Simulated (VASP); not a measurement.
# Bi (R-3m) in VASP: notebook

Runs on Bi. Level: r2SCAN. Tasks: single point.

Everything below comes from runs of VASP 6.6.1. Logs are shortened: lines on timing, memory, paths and dates and some standing lists are left out, and cuts for length are marked.

**1. The cell of the first run**

The structure is trigonal, space group R-3m (No. 166). The conventional cell has a = 4.535 Å, b = 4.535 Å, c = 11.814 Å, α = 90.00°, β = 90.00°, γ = 120.00°. Within 4.0 Å of Bi (site symmetry 3m) lie 6 Bi at 3.06 to 3.52 Å.

**2. Single point, r2SCAN**

Contents of POSCAR:

```
Bi
1.0
    2.2675000000      1.3091417354      3.9380000000
   -2.2675000000      1.3091417354      3.9380000000
    0.0000000000     -2.6182834708      3.9380000000
Bi
2
Direct
    0.2340000000      0.2340000000      0.2340000000
    0.7660000000      0.7660000000      0.7660000000
```

Contents of INCAR.step1:

```
SYSTEM = Bi
PREC     = Accurate       ! precision mode
ENCUT    = 520            ! plane-wave cutoff, eV
ISMEAR   = 0              ! smearing method
SIGMA    = 0.1            ! smearing width, eV
LREAL    = .False.        ! projectors in reciprocal space
LASPH    = .True.         ! aspherical terms in the spheres
NELM     = 60             ! most SCF steps
NBANDS   = 22             ! bands
GGA      = PE             ! functional
ALGO     = Normal         ! electronic algorithm
EDIFF    = 1E-4           ! SCF threshold, eV
LWAVE    = .True.         ! write WAVECAR
LCHARG   = .False.        ! write CHGCAR
```

Contents of INCAR.step2:

```
SYSTEM = Bi
PREC     = Accurate       ! precision mode
ENCUT    = 520            ! plane-wave cutoff, eV
EDIFF    = 1E-7           ! SCF threshold, eV
ISMEAR   = 0              ! smearing method
SIGMA    = 0.1            ! smearing width, eV
LREAL    = .False.        ! projectors in reciprocal space
LASPH    = .True.         ! aspherical terms in the spheres
NELM     = 60             ! most SCF steps
ALGO     = Normal         ! electronic algorithm
ISIF     = 2              ! what is computed and relaxed
LWAVE    = .False.        ! write WAVECAR
LCHARG   = .True.         ! write CHGCAR
METAGGA  = R2SCAN         ! meta-GGA
LMIXTAU  = .True.       
LELF     = .True.         ! ELF
LVHAR    = .True.       
NBANDS   = 22             ! bands
ISTART   = 1
```

Contents of KPOINTS:

```
regular mesh
0
Gamma
  6 6 6
  0 0 0
```

Potentials or basis: VASP PAW PBE potentials, release 64 (Bi_d).

The run is started by

```bash
cat potpaw_PBE.64/Bi_d/POTCAR > POTCAR
cp INCAR.step1 INCAR
mpirun -np 1 vasp_std > vasp.out
cp INCAR.step2 INCAR
mpirun -np 1 vasp_std > vasp.out
```

OUTCAR:

```text
SYSTEM = Bi
   PREC = Accurate
   ENCUT = 520
   EDIFF = 1E-7
   ISMEAR = 0
   LREAL = .False.
   LASPH = .True.
   NELM = 60
   ISIF = 2
   METAGGA = R2SCAN
   ISTART = 1

 ion  position               nearest neighbor table
   1  0.234  0.234  0.234-   2 3.06   2 3.06   2 3.06   2 3.52   2 3.52   2 3.52
   2  0.766  0.766  0.766-   1 3.06   1 3.06   1 3.06   1 3.52   1 3.52   1 3.52

  LATTYP: Found a trigonal (rhomboedric) cell.
 ALAT       =     4.7289800521
 COS(alpha) =     0.5401781303

  Lattice vectors:

 A1 = (   2.2675000000,   1.3091417354,   3.9380000000)
 A2 = (  -2.2675000000,   1.3091417354,   3.9380000000)
 A3 = (   0.0000000000,  -2.6182834708,   3.9380000000)

Analysis of symmetry for initial positions (statically):
=====================================================================
 Subroutine PRICEL returns:
 Original cell was already a primitive cell.

 Routine SETGRP: Setting up the symmetry group for a
 trigonal (rhombohedral) supercell.

 Subroutine GETGRP returns: Found 12 space group operations
 (whereof 12 operations were pure point group operations)
 out of a pool of 12 trial point group operations.

The static configuration has the point symmetry D_3d.

Analysis of symmetry for dynamics (positions and initial velocities):
=====================================================================
 Subroutine PRICEL returns:
 Original cell was already a primitive cell.

 Routine SETGRP: Setting up the symmetry group for a
 trigonal (rhombohedral) supercell.

 Subroutine GETGRP returns: Found 12 space group operations
 (whereof 12 operations were pure point group operations)
 out of a pool of 12 trial point group operations.

The dynamic configuration has the point symmetry D_3d.

 Subroutine INISYM returns: Found 12 space group operations
 (whereof 12 operations are pure point group operations),
 and found     1 'primitive' translations

----------------------------------------------------------------------------------------

                                     Primitive cell

  volume of cell :      70.1392

  direct lattice vectors                    reciprocal lattice vectors
     2.267500000  1.309141735  3.938000000     0.220507166  0.127309872  0.084645336
    -2.267500000  1.309141735  3.938000000    -0.220507166  0.127309872  0.084645336
     0.000000000 -2.618283471  3.938000000     0.000000000 -0.254619744  0.084645336

  length of vectors
     4.728980052  4.728980052  4.728980052     0.268320791  0.268320791  0.268320791

  position of ions in fractional coordinates (direct lattice)
     0.234000000  0.234000000  0.234000000
     0.766000000  0.766000000  0.766000000

  ion indices of the primitive-cell ions
   primitive index   ion index
                 1           1
                 2           2

----------------------------------------------------------------------------------------

 KPOINTS: regular mesh

Automatic generation of k-mesh.
 Grid dimensions read from file:
 generate k-points for:    6    6    6

 Generating k-lattice:

  Cartesian coordinates                     Fractional coordinates (reciprocal lattice)
     0.036751194  0.021218312  0.014107556     0.166666667 -0.000000000  0.000000000
    -0.036751194  0.021218312  0.014107556    -0.000000000  0.166666667  0.000000000
     0.000000000 -0.042436624  0.014107556     0.000000000  0.000000000  0.166666667

  Length of vectors
     0.044720132  0.044720132  0.044720132

  Shift w.r.t. Gamma in fractional coordinates (k-lattice)
     0.000000000  0.000000000  0.000000000

 Subroutine IBZKPT returns following result:
 ===========================================

 Found     32 irreducible k-points:

 Following reciprocal coordinates:
            Coordinates               Weight
  0.000000  0.000000  0.000000      1.000000
  0.166667  0.000000 -0.000000      6.000000
  0.333333  0.000000  0.000000      6.000000
  0.500000  0.000000  0.000000      3.000000
  0.166667  0.166667 -0.000000      6.000000
  0.333333  0.166667  0.000000     12.000000
[... 16 lines left out ...]
  0.500000  0.500000  0.166667      6.000000
 -0.333333  0.500000  0.166667     12.000000
 [... further k-points ...]
   k-points           NKPTS =     32   k-points in BZ     NKDIM =     32   number of bands    NBANDS=     22
   number of dos      NEDOS =    301   number of ions     NIONS =      2
   total plane-waves  NPLWV =  46656
   dimension x,y,z NGX =    36 NGY =   36 NGZ =   36
   dimension x,y,z NGXF=    72 NGYF=   72 NGZF=   72
   ions per type =               2
   NGX,Y,Z   is equivalent  to a cutoff of  12.66, 12.66, 12.66 a.u.
   NGXF,Y,Z  is equivalent  to a cutoff of  25.31, 25.31, 25.31 a.u.
 SYSTEM =  Bi
   PREC   = accura    normal or accurate (medium, high low for compatibility)
   ISTART =      1    job   : 0-new  1-cont  2-samecut
   ICHARG =      0    charge: 1-file 2-atom 10-const
   ISPIN  =      1    spin polarized calculation?
   LNONCOLLINEAR =      F non collinear calculations
   LSORBIT =      F    spin-orbit coupling
   LASPH  =      T    aspherical Exc in radial PAW
   ENCUT  =  520.0 eV  38.22 Ry    6.18 a.u.   8.79  8.79  8.79*2*pi/ulx,y,z
   NELM   =     60;   NELMIN=  2; NELMDL=  0     # of ELM steps
   EDIFF  = 0.1E-06   stopping-criterion for ELM
   LREAL  =      F    real-space projection
   EDIFFG = 0.1E-05   stopping-criterion for IOM
   NSW    =      0    number of steps for IOM
   IBRION =     -1    ionic relax: 0-MD 1-quasi-New 2-CG
   NFREE  =      0    steps in history (QN), initial steepest desc. (CG)
   ISIF   =      2    stress and relaxation
   ISYM   =      2    0-nonsym 1-usesym 2-fastsym
   POTIM  = 0.5000    time-step for ionic-motion
   TEBEG  =    0.0;   TEEND  =   0.0 temperature during run
   PSTRESS=    0.0 pullay stress
   NELECT =      30.0000    total number of electrons
   NUPDOWN=      -1.0000    fix difference up-down
   EMIN   =  10.00;   EMAX   =-10.00  energy-range for DOS
   EFERMI =   0.00;   METHOD = LEGACY
   ISMEAR =     0;   SIGMA  =   0.10  broadening in eV -4-tet -1-fermi 0-gaus
   EFERMI_NEDOS =   21; number of points for ismear=-14 and -15
   IALGO  =     38    algorithm
   IMIX   =      4    mixing-type and parameters
     AMIX     =   0.40;   BMIX     =  1.00
     AMIX_MAG =   1.60;   BMIX_MAG =  1.00
  volume/ion in A,a.u.               =      35.07       236.66
  Fermi-wavevector in a.u.,A,eV,Ry     =   1.233469  2.330919 20.700530  1.521446
  Thomas-Fermi vector in A             =   2.368198
   LORBIT       =      0    0 simple, 1 ext, 2 COOP (PROOUT), +10 PAW based schemes
   METAGGA = R2SCAN    functional components
   LHFCALC =     F    Hartree Fock is set to
   AEXX    =    0.0000 exact exchange contribution
   IVDW    =     0    specifies the selected vdW correction
   LEPSILON=     F    determine dielectric tensor
   LRPA    =     F    only Hartree local field effects (RPA)
 non-spin polarized calculation
 Gauss-broadening in eV      SIGMA  =   0.10
  energy-cutoff  :      520.00
  volume of cell :       70.14
 maximum number of plane-waves:      1934
   NGX = 17   NGY = 17   NGZ = 17

 number of electron      30.0000004 magnetization

 Free energy of the ion-electron system (eV)
  ---------------------------------------------------
  ext. energy  EPLUGINS =         0.00000000
  ---------------------------------------------------
  free energy    TOTEN  =      -117.01106966 eV

  energy without entropy =     -117.00838579  energy(sigma->0) =     -117.00972773

 E-fermi :   6.2046     XC(G=0): -10.2190

 val. band max:        6.1626630760   @ k =   0.3333   0.1667   0.1667
 cond. band min:       6.8755309414   @ k =   0.3333   0.1667   0.1667
 fundamental gap:      0.7128678654
 Fermi energy:         6.2045817808

 k-point     1 :       0.0000    0.0000    0.0000
  band No.  band energies     occupation
      1     -17.3635      2.00000
      2     -17.3635      2.00000
      3     -17.1960      2.00000
      4     -17.1960      2.00000
      5     -17.1744      2.00000
      6     -16.9877      2.00000
[... 14 lines left out ...]
     21      12.4927      0.00000
     22      13.0690      0.00000

 k-point     2 :       0.1667    0.0000   -0.0000
  band No.  band energies     occupation
      1     -17.3419      2.00000
      2     -17.3356      2.00000
      3     -17.1865      2.00000
      4     -17.1789      2.00000
      5     -17.1595      2.00000
      6     -17.0032      2.00000
[... 14 lines left out ...]
     21      12.8414      0.00000
     22      14.8628      0.00000

 k-point     3 :       0.3333    0.0000    0.0000
  band No.  band energies     occupation
      1     -17.2897      2.00000
      2     -17.2598      2.00000
      3     -17.1672      2.00000
      4     -17.1347      2.00000
      5     -17.1171      2.00000
      6     -17.0531      2.00000
[... 14 lines left out ...]
     21      14.2805      0.00000
     22      17.2404      0.00000

 k-point     4 :       0.5000    0.0000    0.0000
  band No.  band energies     occupation
      1     -17.2552      2.00000
      2     -17.1792      2.00000
      3     -17.1561      2.00000
      4     -17.1319      2.00000
      5     -17.0902      2.00000
      6     -17.0731      2.00000
[... 14 lines left out ...]
     21      15.9668      0.00000
     22      16.1797      0.00000

 k-point     5 :       0.1667    0.1667   -0.0000
  band No.  band energies     occupation
      1     -17.3598      2.00000
      2     -17.3080      2.00000
      3     -17.1951      2.00000
      4     -17.1707      2.00000
      5     -17.1530      2.00000
      6     -17.0094      2.00000
[... 417 lines left out ...]
 k-point    22 :      -0.1667    0.3333    0.1667
  band No.  band energies     occupation
      1     -17.3204      2.00000
      2     -17.1829      2.00000
      3     -17.1700      2.00000
      4     -17.1261      2.00000
      5     -17.1023      2.00000
      6     -17.0708      2.00000
[... 14 lines left out ...]
     21      15.3070      0.00000
     22      16.0991      0.00000

 k-point    23 :       0.5000    0.5000    0.1667
  band No.  band energies     occupation
      1     -17.3305      2.00000
      2     -17.2222      2.00000
      3     -17.1924      2.00000
      4     -17.1155      2.00000
      5     -17.1033      2.00000
      6     -17.0493      2.00000
[... 14 lines left out ...]
     21      16.2482      0.00000
     22      17.2578      0.00000

 k-point    24 :      -0.3333    0.5000    0.1667
  band No.  band energies     occupation
      1     -17.3179      2.00000
      2     -17.2160      2.00000
      3     -17.1770      2.00000
      4     -17.1220      2.00000
      5     -17.0813      2.00000
      6     -17.0686      2.00000
[... 14 lines left out ...]
     21      16.9004      0.00000
     22      17.3133      0.00000

 [... further k-points ...]

------------------------ aborting loop because EDIFF is reached ----------------------------------------

  FORCE on cell =-STRESS in cart. coord.  units (eV):
  Direction    XX          YY          ZZ          XY          YZ          ZX
  --------------------------------------------------------------------------------------
  -------------------------------------------------------------------------------------
  Total        0.4564301      0.4564301      0.6908971      0.0000000      0.0000000      0.0000000
  in kB       10.4261484     10.4261484     15.7820354      0.0000000      0.0000000      0.0000000
  external PRESSURE =      12.2114440 kB  Pullay stress =       0.0000000 kB

 VOLUME and BASIS-vectors are now :
 -----------------------------------------------------------------------------
  energy-cutoff  :      520.00
  volume of cell :       70.14
      direct lattice vectors                 reciprocal lattice vectors
     2.267500000  1.309141735  3.938000000     0.220507166  0.127309872  0.084645336
    -2.267500000  1.309141735  3.938000000    -0.220507166  0.127309872  0.084645336
     0.000000000 -2.618283471  3.938000000     0.000000000 -0.254619744  0.084645336

 POSITION                                       TOTAL-FORCE (eV/Angst)
 -----------------------------------------------------------------------------------
      0.00000      0.00000      2.76448         0.000000      0.000000     -0.049080
      0.00000      0.00000      9.04952         0.000000     -0.000000      0.049080
 -----------------------------------------------------------------------------------
    total drift:                               -0.000000      0.000000     -0.000000

  FREE ENERGIE OF THE ION-ELECTRON SYSTEM (eV)
  ---------------------------------------------------
  free  energy   TOTEN  =      -117.0110696645 eV

  energy  without entropy=     -117.0083857894  energy(sigma->0) =     -117.00972773
```

It took 2.5 min on 1 thread of Intel Xeon Platinum 8488C (Sapphire Rapids), shared host; peak memory 0.22 GiB.

Results:

```yaml
Free_energy: -117.0111 eV
Pressure: 1.2 GPa
Largest_force: 0.049 eV/Å
Band_gap_on_the_k_mesh: zero (bands 15 and 16 overlap by 0.01 eV)
```

Forces in eV/Å, atoms in the order of the input:
```
Bi   0.000  0.000 -0.049
Bi   0.000  0.000  0.049
```

Caveat: the PAW data sets were made with another functional, which shifts forces and pressure a little; spin-orbit coupling is left out, which moves the levels of the heavy elements.

**3. Single point, r2SCAN**

This run uses another cell than the first one, of 36.73 Å³/atom.

Contents of POSCAR:

```
Bi
1.0
    2.2664979904      1.3085632249      4.1282960734
   -2.2664979904      1.3085632249      4.1282960734
    0.0000000000     -2.6171264497      4.1282960734
Bi
2
Direct
    0.2315589187      0.2315589187      0.2315589187
    0.7684410813      0.7684410813      0.7684410813
```

Contents of INCAR.step1:

```
PREC = Accurate
ENCUT = 520
ISMEAR = 0
SIGMA = 0.1
LREAL = False
LASPH = True
NELM = 80
NBANDS = 22
GGA = PE
ALGO = Normal
EDIFF = 1E-4
LWAVE = True
LCHARG = False
```

Contents of INCAR.step2:

```
PREC = Accurate
ENCUT = 520
EDIFF = 1E-6
ISMEAR = 0
SIGMA = 0.1
LREAL = False
LASPH = True
NELM = 80
ALGO = Normal
ISIF = 2
LWAVE = False
LCHARG = False
METAGGA = R2SCAN
LMIXTAU = True
NBANDS = 22
ISTART = 1
```

Contents of KPOINTS:

```
Automatic mesh
0
Gamma
  12 12 12
```

Potentials or basis: VASP PAW PBE potentials, release 64 (Bi_d).

The run is started by

```bash
cat potpaw_PBE.64/Bi_d/POTCAR > POTCAR
cp INCAR.step1 INCAR
mpirun -np 1 vasp_std > vasp.out
cp INCAR.step2 INCAR
mpirun -np 1 vasp_std > vasp.out
```

It took 12 min on 1 thread of Intel Xeon Platinum 8488C (Sapphire Rapids), shared host; peak memory 0.38 GiB.

It converged, with:

```yaml
Free_energy: -117.0038 eV
Pressure: 0.0 GPa
Largest_force: 0.010 eV/Å
Band_gap_on_the_k_mesh: zero (bands 15 and 16 overlap by 0.11 eV)
```

Forces on the atoms (eV/Å):
```
Bi   0.000  0.000  0.010
Bi   0.000  0.000 -0.010
```

Levels at points of the mesh, in eV from the Fermi level:
| k point | band 11 | band 12 | band 13 | band 14 | band 15 | band 16 | band 17 | band 18 | band 19 | band 20 |
| --- | --- | --- | --- | --- | --- | --- | --- | --- | --- | --- |
| (0.00, 0.00, 0.00) | -13.53 | -7.84 | -1.77 | -1.24 | -1.24 | 2.29 | 2.88 | 2.88 | 6.11 | 6.38 |
| (0.50, 0.00, 0.00) | -11.61 | -10.80 | -1.81 | -1.48 | -0.40 | -0.11 | 0.63 | 1.32 | 7.55 | 8.38 |
| (0.50, 0.50, 0.00) | -11.70 | -9.89 | -4.67 | -3.14 | -2.89 | 2.49 | 4.83 | 5.68 | 6.57 | 9.53 |
| (0.50, 0.50, 0.50) | -12.52 | -10.09 | -0.79 | -0.71 | -0.71 | 0.96 | 0.96 | 0.98 | 7.06 | 9.44 |

Caveat: the PAW data sets were made with another functional, which shifts forces and pressure a little; spin-orbit coupling is left out, which moves the levels of the heavy elements.

**4. Single point, r2SCAN**

This run uses another cell than the first one, of 36.76 Å³/atom.

Contents of POSCAR:

```
Bi
1.0
    2.2655010148      1.3079876207      4.1352819396
   -2.2655010148      1.3079876207      4.1352819396
    0.0000000000     -2.6159752414      4.1352819396
Bi
2
Direct
    0.2315495506      0.2315495506      0.2315495506
    0.7684504494      0.7684504494      0.7684504494
```

Contents of INCAR.step1:

```
SYSTEM = Bi
PREC = Accurate
ENCUT = 520
ISMEAR = -1
SIGMA = 0.15
LREAL = .FALSE.
LASPH = .TRUE.
NELM = 60
NBANDS = 22
GGA = PE
ALGO = Normal
EDIFF = 1E-4
LWAVE = .TRUE.
LCHARG = .FALSE.
```

Contents of INCAR.step2:

```
SYSTEM = Bi
PREC = Accurate
ENCUT = 520
EDIFF = 1E-6
ISMEAR = -1
SIGMA = 0.15
LREAL = .FALSE.
LASPH = .TRUE.
NELM = 60
ALGO = Normal
ISIF = 2
LWAVE = .FALSE.
LCHARG = .FALSE.
METAGGA = R2SCAN
LMIXTAU = .TRUE.
NBANDS = 22
ISTART = 1
```

Contents of KPOINTS:

```
regular mesh
0
G
  12 12 12
  0 0 0
```

The run is started by

```bash
cat potpaw_PBE.64/Bi_d/POTCAR > POTCAR
cp INCAR.step1 INCAR
mpirun -np 1 vasp_std > vasp.out
cp INCAR.step2 INCAR
mpirun -np 1 vasp_std > vasp.out
```

Wall time 9.2 min (1 thread of Intel Xeon Platinum 8488C (Sapphire Rapids), shared host); peak memory 0.38 GiB.

Results (log left out):

```
Free energy            : -117.0129 eV
Pressure               : 0.0 GPa
Largest force          : 0.009 eV/Å
Band gap on the k mesh : zero (bands 15 and 16 overlap by 0.11 eV)
```

Forces on the atoms (eV/Å):
```
Bi   0.000  0.000  0.009
Bi   0.000  0.000 -0.009
```

Levels at points of the mesh, in eV from the Fermi level:
```
           k point  band 13  band 14  band 15  band 16  band 17  band 18
(0.00, 0.00, 0.00)    -1.88    -1.33    -1.33     2.20     2.79     2.79
(0.50, 0.00, 0.00)    -1.92    -1.58    -0.50    -0.20     0.53     1.23
(0.50, 0.50, 0.00)    -4.76    -3.23    -2.98     2.40     4.72     5.58
(0.50, 0.50, 0.50)    -0.88    -0.80    -0.80     0.87     0.87     0.88
```

Caveat: the PAW data sets were made with another functional, which shifts forces and pressure a little; spin-orbit coupling is left out, which moves the levels of the heavy elements.

**5. The runs side by side**

| cell | k mesh | smearing | gap on the mesh (eV) | pressure (GPa) | largest force (eV/Å) |
| --- | --- | --- | --- | --- | --- |
| a = 4.729 Å, angles 57.3°, 2 atoms, atomic positions A | 6 × 6 × 6 | gaussian 0.1 eV | none | 1.2 | 0.05 |
| a = 4.888 Å, angles 55.3°, 2 atoms, atomic positions B | 12 × 12 × 12 | gaussian 0.1 eV | none | 0.0 | 0.01 |
| a = 4.893 Å, angles 55.2°, 2 atoms, atomic positions B | 12 × 12 × 12 | fermi-dirac 0.15 eV | none | 0.0 | 0.01 |

Alike in all rows: task single point; level r2SCAN; potentials or basis VASP PAW PBE potentials, release 64 (Bi_d); no spin polarisation; cutoff (eV) 520.

Caveats: the PAW data sets were made with another functional, which shifts forces and pressure a little; spin-orbit coupling is left out, which moves the levels of the heavy elements.

Total energies depend on the potentials used, so only differences within one code and one set of settings carry meaning.

The gap in the log of VASP goes by the Fermi energy; the results here count the filled bands.